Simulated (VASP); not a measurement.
Here is a VASP 6.6.1 calculation.

The input INCAR:

```
SYSTEM = ZrH4
ALGO = Normal
EDIFF = 1E-7
EDIFFG = -0.04
ENCUT = 600
GGA = PE
IBRION = 2
ISIF = 3
ISMEAR = 0
LASPH = .True.
LCHARG = .False.
LREAL = .False.
LWAVE = .False.
NELM = 100
NSW = 90
PREC = Accurate
SIGMA = 0.1
```

File KPOINTS:

```
k-points
0
Gamma
  6 6 4
  0 0 0
```

Contents of POSCAR:

```
ZrH4
1.0
    3.5381133800      0.0000000000      0.0000000000
    0.0000000000      3.5381133800      0.0000000000
    0.0000000000      0.0000000000      7.1472111500
Zr H
2 8
Direct
    0.0000000000      0.0000000000      0.7978880800
    0.0000000000      0.0000000000      0.2021119200
    0.5000000000      0.5000000000      0.0000000000
    0.5000000000      0.5000000000      0.5000000000
    0.0000000000      0.5000000000      0.0000000000
    0.0000000000      0.5000000000      0.5000000000
    0.5000000000      0.0000000000      0.0000000000
    0.5000000000      0.0000000000      0.5000000000
    0.5000000000      0.5000000000      0.7659339100
    0.5000000000      0.5000000000      0.2340660900
```

Potentials or basis: VASP PAW PBE potentials, release 64 (Zr_sv, H).

Run with:

```bash
$ cat potpaw_PBE.64/Zr_sv/POTCAR potpaw_PBE.64/H/POTCAR > POTCAR
$ mpirun -np 1 vasp_std > vasp.out
```

Predict the relaxed volume.

6.40 Å³/atom.

Estimate the relaxed cell.

a = 3.182 Å, b = 3.182 Å, c = 6.322 Å, α = 90.00°, β = 90.00°, γ = 90.00°.

Stress tensor (GPa, compression positive):
```
-0.59  0.00  0.00
 0.00 -0.59  0.00
 0.00  0.00  0.48
```

Caveat: the volume moved by over 15 % at a fixed basis, so the end points are rough.
